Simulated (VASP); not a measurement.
# Cs2Sn (Fm-3m) in VASP: further runs

The runs below take Cs2Sn through single point, with PBE.

Program: VASP 6.6.1. These are calculated values, not measurements. Logs are shortened: lines on timing, memory, paths and dates and some standing lists are left out, and cuts for length are marked.

**1. The cell of the first run**

The structure is cubic, space group Fm-3m (No. 225). The conventional cell has a = 9.289 Å, b = 9.289 Å, c = 9.289 Å, α = 90.00°, β = 90.00°, γ = 90.00°. Within 5.3 Å of Sn (site symmetry m-3m) lie 8 Cs at 4.02 Å. Within 5.3 Å of Cs (site symmetry -43m) lie 4 Sn at 4.02 Å and 6 Cs at 4.64 Å.

**2. Single point, PBE**

INCAR

```
SYSTEM = Cs2Sn
PREC = Accurate ; ENCUT = 520
EDIFF = 1E-6 ; ISMEAR = 0
SIGMA = 0.1 ; LREAL = .False.
LASPH = .True. ; NELM = 100
ALGO = Normal ; ISIF = 2
LWAVE = .False. ; LCHARG = .True.
GGA = PE ; LELF = .True.
LVHAR = .True. ; NBANDS = 23
```

KPOINTS

```
Automatic mesh
0
Gamma
  8 8 8
  0 0 0
```

POSCAR

```
Cs2Sn
1.0
    0.0000000000      4.6445772672      4.6445772672
    4.6445772672      0.0000000000      4.6445772672
    4.6445772672      4.6445772672      0.0000000000
Sn Cs
1 2
Direct
    0.0000000000      0.0000000000      0.0000000000
    0.2500000000      0.2500000000      0.2500000000
    0.7500000000      0.7500000000      0.7500000000
```

Potentials or basis: VASP PAW PBE potentials, release 64 (Sn_d, Cs_sv).

Command:

```
cat potpaw_PBE.64/Sn_d/POTCAR potpaw_PBE.64/Cs_sv/POTCAR > POTCAR
mpirun -np 1 vasp_std > vasp.out
```

OUTCAR:

```text
SYSTEM = Cs2Sn
   PREC = Accurate
   ENCUT = 520
   EDIFF = 1E-6
   ISMEAR = 0
   LREAL = .False.
   LASPH = .True.
   NELM = 100
   ISIF = 2
   GGA = PE

 ion  position               nearest neighbor table
   1  0.000  0.000  0.000-
   2  0.250  0.250  0.250-
   3  0.750  0.750  0.750-

  LATTYP: Found a face centered cubic cell.
 ALAT       =     9.2891545344

  Lattice vectors:

 A1 = (   0.0000000000,   4.6445772672,   4.6445772672)
 A2 = (   4.6445772672,   0.0000000000,   4.6445772672)
 A3 = (   4.6445772672,   4.6445772672,   0.0000000000)

Analysis of symmetry for initial positions (statically):
=====================================================================
 Subroutine PRICEL returns:
 Original cell was already a primitive cell.

 Routine SETGRP: Setting up the symmetry group for a
 face centered cubic supercell.

 Subroutine GETGRP returns: Found 48 space group operations
 (whereof 48 operations were pure point group operations)
 out of a pool of 48 trial point group operations.

The static configuration has the point symmetry O_h .

Analysis of symmetry for dynamics (positions and initial velocities):
=====================================================================
 Subroutine PRICEL returns:
 Original cell was already a primitive cell.

 Routine SETGRP: Setting up the symmetry group for a
 face centered cubic supercell.

 Subroutine GETGRP returns: Found 48 space group operations
 (whereof 48 operations were pure point group operations)
 out of a pool of 48 trial point group operations.

The dynamic configuration has the point symmetry O_h .

 Subroutine INISYM returns: Found 48 space group operations
 (whereof 48 operations are pure point group operations),
 and found     1 'primitive' translations

----------------------------------------------------------------------------------------

                                     Primitive cell

  volume of cell :     200.3866

  direct lattice vectors                    reciprocal lattice vectors
     0.000000000  4.644577267  4.644577267    -0.107652424  0.107652424  0.107652424
     4.644577267  0.000000000  4.644577267     0.107652424 -0.107652424  0.107652424
     4.644577267  4.644577267  0.000000000     0.107652424  0.107652424 -0.107652424

  length of vectors
     6.568424163  6.568424163  6.568424163     0.186459467  0.186459467  0.186459467

  position of ions in fractional coordinates (direct lattice)
     0.000000000  0.000000000  0.000000000
     0.250000000  0.250000000  0.250000000
     0.750000000  0.750000000  0.750000000

  ion indices of the primitive-cell ions
   primitive index   ion index
                 1           1
                 2           2
                 3           3

----------------------------------------------------------------------------------------

 KPOINTS: Automatic mesh

Automatic generation of k-mesh.
 Grid dimensions read from file:
 generate k-points for:    8    8    8

 Generating k-lattice:

  Cartesian coordinates                     Fractional coordinates (reciprocal lattice)
    -0.013456553  0.013456553  0.013456553     0.125000000  0.000000000  0.000000000
     0.013456553 -0.013456553  0.013456553     0.000000000  0.125000000  0.000000000
     0.013456553  0.013456553 -0.013456553     0.000000000  0.000000000  0.125000000

  Length of vectors
     0.023307433  0.023307433  0.023307433

  Shift w.r.t. Gamma in fractional coordinates (k-lattice)
     0.000000000  0.000000000  0.000000000

 Subroutine IBZKPT returns following result:
 ===========================================

 Found     29 irreducible k-points:

 Following reciprocal coordinates:
            Coordinates               Weight
  0.000000  0.000000  0.000000      1.000000
  0.125000  0.000000  0.000000      8.000000
  0.250000  0.000000  0.000000      8.000000
  0.375000  0.000000  0.000000      8.000000
  0.500000  0.000000  0.000000      4.000000
  0.125000  0.125000  0.000000      6.000000
[... 16 lines left out ...]
  0.500000  0.250000  0.125000     48.000000
 -0.375000  0.250000  0.125000     24.000000
 [... further k-points ...]
   k-points           NKPTS =     29   k-points in BZ     NKDIM =     29   number of bands    NBANDS=     23
   number of dos      NEDOS =    301   number of ions     NIONS =      3
   total plane-waves  NPLWV = 125000
   dimension x,y,z NGX =    50 NGY =   50 NGZ =   50
   dimension x,y,z NGXF=   100 NGYF=  100 NGZF=  100
   ions per type =               1   2
   NGX,Y,Z   is equivalent  to a cutoff of  12.65, 12.65, 12.65 a.u.
   NGXF,Y,Z  is equivalent  to a cutoff of  25.31, 25.31, 25.31 a.u.
 SYSTEM =  Cs2Sn
   PREC   = accura    normal or accurate (medium, high low for compatibility)
   ISTART =      0    job   : 0-new  1-cont  2-samecut
   ICHARG =      2    charge: 1-file 2-atom 10-const
   ISPIN  =      1    spin polarized calculation?
   LNONCOLLINEAR =      F non collinear calculations
   LSORBIT =      F    spin-orbit coupling
   LASPH  =      T    aspherical Exc in radial PAW
   ENCUT  =  520.0 eV  38.22 Ry    6.18 a.u.  12.21 12.21 12.21*2*pi/ulx,y,z
   NELM   =    100;   NELMIN=  2; NELMDL= -5     # of ELM steps
   EDIFF  = 0.1E-05   stopping-criterion for ELM
   LREAL  =      F    real-space projection
   EDIFFG = 0.1E-04   stopping-criterion for IOM
   NSW    =      0    number of steps for IOM
   IBRION =     -1    ionic relax: 0-MD 1-quasi-New 2-CG
   NFREE  =      0    steps in history (QN), initial steepest desc. (CG)
   ISIF   =      2    stress and relaxation
   ISYM   =      2    0-nonsym 1-usesym 2-fastsym
   POTIM  = 0.5000    time-step for ionic-motion
   TEBEG  =    0.0;   TEEND  =   0.0 temperature during run
   PSTRESS=    0.0 pullay stress
   NELECT =      32.0000    total number of electrons
   NUPDOWN=      -1.0000    fix difference up-down
   EMIN   =  10.00;   EMAX   =-10.00  energy-range for DOS
   EFERMI =   0.00;   METHOD = LEGACY
   ISMEAR =     0;   SIGMA  =   0.10  broadening in eV -4-tet -1-fermi 0-gaus
   EFERMI_NEDOS =   21; number of points for ismear=-14 and -15
   IALGO  =     38    algorithm
   IMIX   =      4    mixing-type and parameters
     AMIX     =   0.40;   BMIX     =  1.00
     AMIX_MAG =   1.60;   BMIX_MAG =  1.00
  volume/ion in A,a.u.               =      66.80       450.76
  Fermi-wavevector in a.u.,A,eV,Ry     =   0.888182  1.678421 10.733191  0.788867
  Thomas-Fermi vector in A             =   2.009578
   LORBIT       =      0    0 simple, 1 ext, 2 COOP (PROOUT), +10 PAW based schemes
   GGA     = PE    functional components
   LHFCALC =     F    Hartree Fock is set to
   AEXX    =    0.0000 exact exchange contribution
   IVDW    =     0    specifies the selected vdW correction
   LEPSILON=     F    determine dielectric tensor
   LRPA    =     F    only Hartree local field effects (RPA)
 non-spin polarized calculation
 Gauss-broadening in eV      SIGMA  =   0.10
  energy-cutoff  :      520.00
  volume of cell :      200.39
 maximum number of plane-waves:      5434
 NGX is ok and might be reduce to    50
   NGX = 25   NGY = 25   NGZ = 25

 number of electron      32.0000004 magnetization

 Free energy of the ion-electron system (eV)
  ---------------------------------------------------
  ext. energy  EPLUGINS =         0.00000000
  ---------------------------------------------------
  free energy    TOTEN  =        -5.19203975 eV

  energy without entropy =       -5.14232762  energy(sigma->0) =       -5.16718369

 E-fermi :   1.1279     XC(G=0):  -6.6388

 val. band max:        1.1264807707   @ k =   0.2500   0.2500   0.0000
 cond. band min:       1.1399175168   @ k =  -0.2500   0.2500   0.0000
 fundamental gap:      0.0134367460
 Fermi energy:         1.1279013909

 k-point     1 :       0.0000    0.0000    0.0000
  band No.  band energies     occupation
      1     -21.4508      2.00000
      2     -21.3972      2.00000
      3     -19.6413      2.00000
      4     -19.6413      2.00000
      5     -19.6413      2.00000
      6     -19.6357      2.00000
[... 15 lines left out ...]
     22       5.7326      0.00000
     23       5.7326      0.00000

 k-point     2 :       0.1250    0.0000    0.0000
  band No.  band energies     occupation
      1     -21.4487      2.00000
      2     -21.3993      2.00000
      3     -19.6413      2.00000
      4     -19.6413      2.00000
      5     -19.6412      2.00000
      6     -19.6357      2.00000
[... 15 lines left out ...]
     22       5.6681      0.00000
     23       5.6681      0.00000

 k-point     3 :       0.2500    0.0000    0.0000
  band No.  band energies     occupation
      1     -21.4428      2.00000
      2     -21.4051      2.00000
      3     -19.6413      2.00000
      4     -19.6413      2.00000
      5     -19.6409      2.00000
      6     -19.6357      2.00000
[... 15 lines left out ...]
     22       5.4498      0.00000
     23       5.4509      0.00000

 k-point     4 :       0.3750    0.0000    0.0000
  band No.  band energies     occupation
      1     -21.4340      2.00000
      2     -21.4137      2.00000
      3     -19.6413      2.00000
      4     -19.6413      2.00000
      5     -19.6406      2.00000
      6     -19.6357      2.00000
[... 15 lines left out ...]
     22       5.2076      0.00000
     23       5.2095      0.00000

 k-point     5 :       0.5000    0.0000    0.0000
  band No.  band energies     occupation
      1     -21.4241      2.00000
      2     -21.4236      2.00000
      3     -19.6413      2.00000
      4     -19.6413      2.00000
      5     -19.6405      2.00000
      6     -19.6357      2.00000
[... 434 lines left out ...]
 k-point    22 :       0.3750    0.2500    0.1250
  band No.  band energies     occupation
      1     -21.4390      2.00000
      2     -21.4088      2.00000
      3     -19.6413      2.00000
      4     -19.6412      2.00000
      5     -19.6408      2.00000
      6     -19.6357      2.00000
[... 15 lines left out ...]
     22       4.7471      0.00000
     23       5.2499      0.00000

 k-point    23 :       0.5000    0.2500    0.1250
  band No.  band energies     occupation
      1     -21.4319      2.00000
      2     -21.4157      2.00000
      3     -19.6413      2.00000
      4     -19.6411      2.00000
      5     -19.6407      2.00000
      6     -19.6357      2.00000
[... 15 lines left out ...]
     22       4.9444      0.00000
     23       5.1961      0.00000

 k-point    24 :      -0.3750    0.2500    0.1250
  band No.  band energies     occupation
      1     -21.4239      2.00000
      2     -21.4236      2.00000
      3     -19.6413      2.00000
      4     -19.6410      2.00000
      5     -19.6406      2.00000
      6     -19.6357      2.00000
[... 15 lines left out ...]
     22       4.9885      0.00000
     23       4.9920      0.00000

 [... further k-points ...]

------------------------ aborting loop because EDIFF is reached ----------------------------------------

  FORCE on cell =-STRESS in cart. coord.  units (eV):
  Direction    XX          YY          ZZ          XY          YZ          ZX
  --------------------------------------------------------------------------------------
  -------------------------------------------------------------------------------------
  Total        0.0474413      0.0474413      0.0474413      0.0000000      0.0000000      0.0000000
  in kB        0.3793138      0.3793138      0.3793138      0.0000000      0.0000000      0.0000000
  external PRESSURE =       0.3793138 kB  Pullay stress =       0.0000000 kB

 VOLUME and BASIS-vectors are now :
 -----------------------------------------------------------------------------
  energy-cutoff  :      520.00
  volume of cell :      200.39
      direct lattice vectors                 reciprocal lattice vectors
     0.000000000  4.644577267  4.644577267    -0.107652424  0.107652424  0.107652424
     4.644577267  0.000000000  4.644577267     0.107652424 -0.107652424  0.107652424
     4.644577267  4.644577267  0.000000000     0.107652424  0.107652424 -0.107652424

 POSITION                                       TOTAL-FORCE (eV/Angst)
 -----------------------------------------------------------------------------------
      0.00000      0.00000      0.00000         0.000000     -0.000000     -0.000000
      2.32229      2.32229      2.32229         0.000000      0.000000     -0.000000
      6.96687      6.96687      6.96687        -0.000000     -0.000000      0.000000
 -----------------------------------------------------------------------------------
    total drift:                                0.000000      0.000000     -0.000000

  FREE ENERGIE OF THE ION-ELECTRON SYSTEM (eV)
  ---------------------------------------------------
  free  energy   TOTEN  =        -5.1920397546 eV

  energy  without entropy=       -5.1423276163  energy(sigma->0) =       -5.16718369
```

Wall time 98 s (1 thread of Intel Xeon 6975P-C (Granite Rapids), shared host); peak memory 0.39 GiB.

What came out:

- Free energy: -5.1920 eV
- Pressure: 0.0 GPa
- Band gap on the k mesh: zero (band 16 reaches 1.38 eV, above the bottom of band 17 at 0.88 eV)

Levels at points of the mesh, in eV from the Fermi level:
| k point | band 14 | band 15 | band 16 | band 17 | band 18 | band 19 |
| --- | --- | --- | --- | --- | --- | --- |
| (0.00, 0.00, 0.00) | -6.23 | -0.25 | -0.25 | -0.25 | 0.99 | 2.29 |
| (0.50, 0.00, 0.00) | -6.01 | -0.50 | 0.03 | 0.03 | 2.60 | 2.67 |
| (0.50, 0.50, 0.00) | -5.96 | -0.79 | 0.25 | 0.25 | 1.50 | 2.32 |

Caveat: spin-orbit coupling is left out, which moves the levels of the heavy elements.

**3. Single point, PBE**

This run uses another cell than the first one, of 67.47 Å³/atom, 1.010 times its volume.

INCAR

```
PREC = Accurate
ENCUT = 520
EDIFF = 1E-7
ISMEAR = 0
SIGMA = 0.1
LREAL = False
LASPH = True
NELM = 80
ALGO = Normal
ISIF = 2
LWAVE = False
LCHARG = False
GGA = PE
NBANDS = 23
```

KPOINTS

```
Automatic mesh
0
Gamma
  8 8 8
```

POSCAR

```
Cs2Sn
1.0
    0.0000000000      4.6601632138      4.6601632138
    4.6601632138      0.0000000000      4.6601632138
    4.6601632138      4.6601632138      0.0000000000
Sn Cs
1 2
Direct
    0.0000000000      0.0000000000      0.0000000000
    0.2500000000      0.2500000000      0.2500000000
    0.7500000000      0.7500000000      0.7500000000
```

Potentials or basis: VASP PAW PBE potentials, release 64 (Sn_d, Cs_sv).

Command:

```
cat potpaw_PBE.64/Sn_d/POTCAR potpaw_PBE.64/Cs_sv/POTCAR > POTCAR
mpirun -np 1 vasp_std > vasp.out
```

Wall time 90 s (1 thread of Intel Xeon 6975P-C (Granite Rapids), shared host); peak memory 0.41 GiB.

Results (log left out):

```
Free energy            : -5.1923 eV
Pressure               : 0.0 GPa
Band gap on the k mesh : zero (band 16 reaches 1.34 eV, above the bottom of band 17 at 0.85 eV)
```

Levels at points of the mesh, in eV from the Fermi level:
```tsv
k point	band 12	band 13	band 14	band 15	band 16	band 17	band 18	band 19	band 20	band 21
(0.00, 0.00, 0.00)	-9.29	-9.29	-6.22	-0.24	-0.24	-0.24	0.97	2.30	2.30	4.58
(0.50, 0.00, 0.00)	-9.41	-9.41	-6.01	-0.50	0.03	0.03	2.60	2.64	2.88	2.88
(0.50, 0.50, 0.00)	-9.25	-9.22	-5.97	-0.78	0.25	0.25	1.50	2.31	2.96	4.10
```

Caveat: spin-orbit coupling is left out, which moves the levels of the heavy elements.

**4. Single point, PBE**

This run uses another cell than the first one, of 68.14 Å³/atom, 1.020 times its volume.

INCAR

```
SYSTEM = Cs2Sn
  PREC = Accurate
  ENCUT = 520
  EDIFF = 1E-7
  ISMEAR = 0
  SIGMA = 0.1
  LREAL = .False.
  LASPH = .True.
  NELM = 80
  ALGO = Normal
  ISIF = 2
  LWAVE = .False.
  LCHARG = .False.
  GGA = PE
  NBANDS = 23
```

KPOINTS

```
regular mesh
0
Gamma
  8 8 8
  0 0 0
```

POSCAR

```
Cs2Sn
1.0
    0.0000000000      4.6756455973      4.6756455973
    4.6756455973      0.0000000000      4.6756455973
    4.6756455973      4.6756455973      0.0000000000
Sn Cs
1 2
Direct
    0.0000000000      0.0000000000      0.0000000000
    0.2500000000      0.2500000000      0.2500000000
    0.7500000000      0.7500000000      0.7500000000
```

Command:

```
cat potpaw_PBE.64/Sn_d/POTCAR potpaw_PBE.64/Cs_sv/POTCAR > POTCAR
mpirun -np 1 vasp_std > vasp.out
```

Run time: 94 s. Hardware: 1 thread of Intel Xeon 6975P-C (Granite Rapids), shared host; peak memory 0.41 GiB.

Results (log left out):

```yaml
Free_energy: -5.1919 eV
Pressure: -0.1 GPa
Band_gap_on_the_k_mesh: zero (band 16 reaches 1.30 eV, above the bottom of band 17 at 0.82 eV)
```

Levels at points of the mesh, in eV from the Fermi level:
```
           k point  band 14  band 15  band 16  band 17  band 18  band 19
(0.00, 0.00, 0.00)    -6.22    -0.24    -0.24    -0.24     0.96     2.30
(0.50, 0.00, 0.00)    -6.01    -0.50     0.03     0.03     2.59     2.61
(0.50, 0.50, 0.00)    -5.97    -0.78     0.24     0.24     1.51     2.30
```

Caveat: spin-orbit coupling is left out, which moves the levels of the heavy elements.

**5. Overview**

| cell | gap on the mesh (eV) | pressure (GPa) |
| --- | --- | --- |
| a = 6.568 Å, angles 60.0°, 3 atoms | none | 0.0 |
| a = 6.590 Å, angles 60.0°, 3 atoms | none | 0.0 |
| a = 6.612 Å, angles 60.0°, 3 atoms | none | -0.1 |

Alike in all rows: task single point; level PBE; potentials or basis VASP PAW PBE potentials, release 64 (Sn_d, Cs_sv); no spin polarisation; k mesh 8 × 8 × 8; cutoff (eV) 520; smearing gaussian 0.1 eV.

Caveats: spin-orbit coupling is left out, which moves the levels of the heavy elements.

Total energies depend on the potentials used, so only differences within one code and one set of settings carry meaning.
